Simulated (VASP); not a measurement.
# Os in VASP: a series of runs

Os is run at these levels: PBE; tasks: single point, relaxation of cell and atoms.

Everything below comes from runs of VASP 6.6.1. Logs are shortened: lines on timing, memory, paths and dates and some standing lists are left out, and cuts for length are marked.

### Step 1. The cell of the first run

The structure is hexagonal, space group P6_3/mmc (No. 194). The conventional cell has a = 2.755 Å, b = 2.755 Å, c = 4.345 Å, α = 90.00°, β = 90.00°, γ = 120.00°. Within 3.6 Å of Os (site symmetry -6m2) lie 12 Os at 2.69 to 2.76 Å.

### Step 2. Single point, PBE

INCAR reads:

```
SYSTEM = Os
  PREC = Accurate
  ENCUT = 520
  EDIFF = 1E-6
  ISMEAR = -1
  SIGMA = 0.1
  LREAL = .False.
  LASPH = .True.
  NELM = 60
  ALGO = Normal
  ISIF = 2
  LWAVE = .False.
  LCHARG = .False.
  GGA = PE
  NBANDS = 15
```

KPOINTS reads:

```
Automatic mesh
0
Gamma
  14 14 8
  0 0 0
```

POSCAR reads:

```
Os
1.0
    2.7551783827      0.0000002875      0.0000000000
   -1.3775894403      2.3860543276      0.0000000000
    0.0000000000      0.0000000000      4.3453167953
Os
2
Direct
    0.3333333333      0.6666666667      0.2500000000
    0.6666666667      0.3333333333      0.7500000000
```

Potentials or basis: VASP PAW PBE potentials, release 64 (Os).

The run is started by

```bash
$ cat potpaw_PBE.64/Os/POTCAR > POTCAR
$ mpirun -np 1 vasp_std > vasp.out
```

OUTCAR:

```text
SYSTEM = Os
   PREC = Accurate
   ENCUT = 520
   EDIFF = 1E-6
   ISMEAR = -1
   LREAL = .False.
   LASPH = .True.
   NELM = 60
   ISIF = 2
   GGA = PE

 ion  position               nearest neighbor table
   1  0.333  0.667  0.250-   2 2.69   2 2.69   2 2.69   2 2.69   2 2.69   2 2.69
   2  0.667  0.333  0.750-   1 2.69   1 2.69   1 2.69   1 2.69   1 2.69   1 2.69

  LATTYP: Found a hexagonal cell.
 ALAT       =     2.7551783827
 C/A-ratio  =     1.5771453575

  Lattice vectors:

 A1 = (   2.7551783827,   0.0000002875,   0.0000000000)
 A2 = (  -1.3775894403,   2.3860543276,   0.0000000000)
 A3 = (   0.0000000000,   0.0000000000,   4.3453167953)

Analysis of symmetry for initial positions (statically):
=====================================================================
 Subroutine PRICEL returns:
 Original cell was already a primitive cell.

 Routine SETGRP: Setting up the symmetry group for a
 hexagonal supercell.

 Subroutine GETGRP returns: Found 24 space group operations
 (whereof 12 operations were pure point group operations)
 out of a pool of 24 trial point group operations.

The static configuration has the point symmetry D_3d.
 The point group associated with its full space group is D_6h.

Analysis of symmetry for dynamics (positions and initial velocities):
=====================================================================
 Subroutine PRICEL returns:
 Original cell was already a primitive cell.

 Routine SETGRP: Setting up the symmetry group for a
 hexagonal supercell.

 Subroutine GETGRP returns: Found 24 space group operations
 (whereof 12 operations were pure point group operations)
 out of a pool of 24 trial point group operations.

The dynamic configuration has the point symmetry D_3d.
 The point group associated with its full space group is D_6h.

 Subroutine INISYM returns: Found 24 space group operations
 (whereof 12 operations are pure point group operations),
 and found     1 'primitive' translations

----------------------------------------------------------------------------------------

                                     Primitive cell

  volume of cell :      28.5661

  direct lattice vectors                    reciprocal lattice vectors
     2.755178383  0.000000288  0.000000000     0.362952884  0.209550996  0.000000000
    -1.377589440  2.386054328  0.000000000    -0.000000044  0.419101916  0.000000000
     0.000000000  0.000000000  4.345316795     0.000000000  0.000000000  0.230132818

  length of vectors
     2.755178383  2.755178383  4.345316795     0.419101916  0.419101916  0.230132818

  position of ions in fractional coordinates (direct lattice)
     0.333333333  0.666666667  0.250000000
     0.666666667  0.333333333  0.750000000

  ion indices of the primitive-cell ions
   primitive index   ion index
                 1           1
                 2           2

----------------------------------------------------------------------------------------

 KPOINTS: Automatic mesh

Automatic generation of k-mesh.
 Grid dimensions read from file:
 generate k-points for:   14   14    8

 Generating k-lattice:

  Cartesian coordinates                     Fractional coordinates (reciprocal lattice)
     0.025925206  0.014967928  0.000000000     0.071428571  0.000000000  0.000000000
    -0.000000003  0.029935851  0.000000000     0.000000000  0.071428571  0.000000000
     0.000000000  0.000000000  0.028766602     0.000000000  0.000000000  0.125000000

  Length of vectors
     0.029935851  0.029935851  0.028766602

  Shift w.r.t. Gamma in fractional coordinates (k-lattice)
     0.000000000  0.000000000  0.000000000

 Subroutine IBZKPT returns following result:
 ===========================================

 Found    120 irreducible k-points:

 Following reciprocal coordinates:
            Coordinates               Weight
  0.000000  0.000000  0.000000      1.000000
  0.071429  0.000000  0.000000      6.000000
  0.142857  0.000000  0.000000      6.000000
  0.214286 -0.000000  0.000000      6.000000
  0.285714  0.000000  0.000000      6.000000
  0.357143  0.000000  0.000000      6.000000
[... 16 lines left out ...]
  0.285714  0.285714  0.000000      6.000000
  0.357143  0.285714  0.000000      6.000000
 [... further k-points ...]
   k-points           NKPTS =    120   k-points in BZ     NKDIM =    120   number of bands    NBANDS=     15
   number of dos      NEDOS =    301   number of ions     NIONS =      2
   total plane-waves  NPLWV =  12800
   dimension x,y,z NGX =    20 NGY =   20 NGZ =   32
   dimension x,y,z NGXF=    40 NGYF=   40 NGZF=   64
   ions per type =               2
   NGX,Y,Z   is equivalent  to a cutoff of  12.07, 12.07, 12.24 a.u.
   NGXF,Y,Z  is equivalent  to a cutoff of  24.14, 24.14, 24.49 a.u.
 SYSTEM =  Os
   PREC   = accura    normal or accurate (medium, high low for compatibility)
   ISTART =      0    job   : 0-new  1-cont  2-samecut
   ICHARG =      2    charge: 1-file 2-atom 10-const
   ISPIN  =      1    spin polarized calculation?
   LNONCOLLINEAR =      F non collinear calculations
   LSORBIT =      F    spin-orbit coupling
   LASPH  =      T    aspherical Exc in radial PAW
   ENCUT  =  520.0 eV  38.22 Ry    6.18 a.u.   5.12  5.12  8.08*2*pi/ulx,y,z
   NELM   =     60;   NELMIN=  2; NELMDL= -5     # of ELM steps
   EDIFF  = 0.1E-05   stopping-criterion for ELM
   LREAL  =      F    real-space projection
   EDIFFG = 0.1E-04   stopping-criterion for IOM
   NSW    =      0    number of steps for IOM
   IBRION =     -1    ionic relax: 0-MD 1-quasi-New 2-CG
   NFREE  =      0    steps in history (QN), initial steepest desc. (CG)
   ISIF   =      2    stress and relaxation
   ISYM   =      2    0-nonsym 1-usesym 2-fastsym
   POTIM  = 0.5000    time-step for ionic-motion
   TEBEG  =    0.0;   TEEND  =   0.0 temperature during run
   PSTRESS=    0.0 pullay stress
   NELECT =      16.0000    total number of electrons
   NUPDOWN=      -1.0000    fix difference up-down
   EMIN   =  10.00;   EMAX   =-10.00  energy-range for DOS
   EFERMI =   0.00;   METHOD = LEGACY
   ISMEAR =    -1;   SIGMA  =   0.10  broadening in eV -4-tet -1-fermi 0-gaus
   EFERMI_NEDOS =   21; number of points for ismear=-14 and -15
   IALGO  =     38    algorithm
   IMIX   =      4    mixing-type and parameters
     AMIX     =   0.40;   BMIX     =  1.00
     AMIX_MAG =   1.60;   BMIX_MAG =  1.00
  volume/ion in A,a.u.               =      14.28        96.39
  Fermi-wavevector in a.u.,A,eV,Ry     =   1.349473  2.550135 24.777275  1.821078
  Thomas-Fermi vector in A             =   2.477057
   LORBIT       =      0    0 simple, 1 ext, 2 COOP (PROOUT), +10 PAW based schemes
   GGA     = PE    functional components
   LHFCALC =     F    Hartree Fock is set to
   AEXX    =    0.0000 exact exchange contribution
   IVDW    =     0    specifies the selected vdW correction
   LEPSILON=     F    determine dielectric tensor
   LRPA    =     F    only Hartree local field effects (RPA)
 non-spin polarized calculation
  energy-cutoff  :      520.00
  volume of cell :       28.57
 maximum number of plane-waves:       782
   NGX = 11   NGY = 11   NGZ = 17

 number of electron      15.9999999 magnetization

 Free energy of the ion-electron system (eV)
  ---------------------------------------------------
  ext. energy  EPLUGINS =         0.00000000
  ---------------------------------------------------
  free energy    TOTEN  =       -22.51805417 eV

  energy without entropy =      -22.47312412  energy(sigma->0) =      -22.49558914

 E-fermi :   9.1786     XC(G=0): -13.9381

 val. band max:        9.1596093361   @ k =   0.1429   0.0000   0.3750
 cond. band min:       9.1796822676   @ k =   0.1429   0.0714   0.3750
 fundamental gap:      0.0200729315
 Fermi energy:         9.1786331753

 k-point     1 :       0.0000    0.0000    0.0000
  band No.  band energies     occupation
      1      -1.6002      2.00000
      2       1.5604      2.00000
      3       6.1896      2.00000
      4       6.1896      2.00000
      5       6.4559      2.00000
      6       7.0071      2.00000
      7       7.0071      2.00000
      8       7.6199      2.00000
      9       7.6199      2.00000
     10       9.1992      0.89729
     11      10.7861      0.00000
     12      10.7861      0.00000
     13      18.0015      0.00000
     14      23.1871      0.00000
     15      25.9084      0.00000

 k-point     2 :       0.0714    0.0000    0.0000
  band No.  band energies     occupation
      1      -1.3987      2.00000
      2       1.7385      2.00000
      3       5.8016      2.00000
      4       6.3660      2.00000
      5       6.7820      2.00000
      6       6.8994      2.00000
      7       7.1715      2.00000
      8       7.3639      2.00000
      9       7.4788      2.00000
     10       8.3787      1.99933
     11      10.8836      0.00000
     12      11.9209      0.00000
     13      17.9833      0.00000
     14      23.5963      0.00000
     15      26.1672      0.00000

 k-point     3 :       0.1429    0.0000    0.0000
  band No.  band energies     occupation
      1      -0.8218      2.00000
      2       2.2102      2.00000
      3       5.2701      2.00000
      4       6.3917      2.00000
      5       6.5623      2.00000
      6       6.8840      2.00000
      7       7.1289      2.00000
      8       7.3220      2.00000
      9       7.6515      2.00000
     10       7.7615      2.00000
     11      11.1095      0.00000
     12      13.7030      0.00000
     13      17.8903      0.00000
     14      24.5674      0.00000
     15      26.7035      0.00000
[... 343 lines left out ...]
 k-point    23 :       0.2857    0.2857    0.0000
  band No.  band energies     occupation
      1       2.8998      2.00000
      2       3.4869      2.00000
      3       3.9353      2.00000
      4       4.5059      2.00000
      5       5.5572      2.00000
      6       6.2227      2.00000
      7       7.5973      2.00000
      8       9.9737      0.00070
      9      11.1480      0.00000
     10      11.2194      0.00000
     11      13.8490      0.00000
     12      15.1944      0.00000
     13      16.8025      0.00000
     14      20.7117      0.00000
     15      23.2132      0.00000

 k-point    24 :       0.3571    0.2857    0.0000
  band No.  band energies     occupation
      1       2.8275      2.00000
      2       3.7161      2.00000
      3       3.8364      2.00000
      4       4.7226      2.00000
      5       5.6779      2.00000
      6       5.9891      2.00000
      7       7.8069      2.00000
      8      10.4075      0.00001
      9      10.8391      0.00000
     10      11.1836      0.00000
     11      14.3962      0.00000
     12      14.4260      0.00000
     13      16.2467      0.00000
     14      22.0974      0.00000
     15      23.7638      0.00000

 [... further k-points ...]

------------------------ aborting loop because EDIFF is reached ----------------------------------------

  FORCE on cell =-STRESS in cart. coord.  units (eV):
  Direction    XX          YY          ZZ          XY          YZ          ZX
  --------------------------------------------------------------------------------------
  -------------------------------------------------------------------------------------
  Total       -0.0195669     -0.0195669     -0.0425347     -0.0000000     -0.0000000      0.0000000
  in kB       -1.0974394     -1.0974394     -2.3856251     -0.0000000     -0.0000000      0.0000000
  external PRESSURE =      -1.5268346 kB  Pullay stress =       0.0000000 kB

 VOLUME and BASIS-vectors are now :
 -----------------------------------------------------------------------------
  energy-cutoff  :      520.00
  volume of cell :       28.57
      direct lattice vectors                 reciprocal lattice vectors
     2.755178383  0.000000288  0.000000000     0.362952884  0.209550996  0.000000000
    -1.377589440  2.386054328  0.000000000    -0.000000044  0.419101916  0.000000000
     0.000000000  0.000000000  4.345316795     0.000000000  0.000000000  0.230132818

 POSITION                                       TOTAL-FORCE (eV/Angst)
 -----------------------------------------------------------------------------------
     -0.00000      1.59070      1.08633         0.000000      0.000000      0.000000
      1.37759      0.79535      3.25899        -0.000000     -0.000000      0.000000
 -----------------------------------------------------------------------------------
    total drift:                               -0.000000      0.000000     -0.000000

  FREE ENERGIE OF THE ION-ELECTRON SYSTEM (eV)
  ---------------------------------------------------
  free  energy   TOTEN  =       -22.5180541659 eV

  energy  without entropy=      -22.4731241234  energy(sigma->0) =      -22.49558914
```

Wall time 41 s (1 thread of Oxide Virtual Turin-like, shared host); peak memory 0.13 GiB.

What came out:

| Property | Result |
| --- | --- |
| Free energy | -22.5181 eV |
| Pressure | -0.2 GPa |
| Band gap on the k mesh | zero (band 8 reaches 11.10 eV, above the bottom of band 9 at 7.48 eV) |

Caveat: spin-orbit coupling is left out, which moves the levels of the heavy elements.

(Part 1 of 2 ends here.)
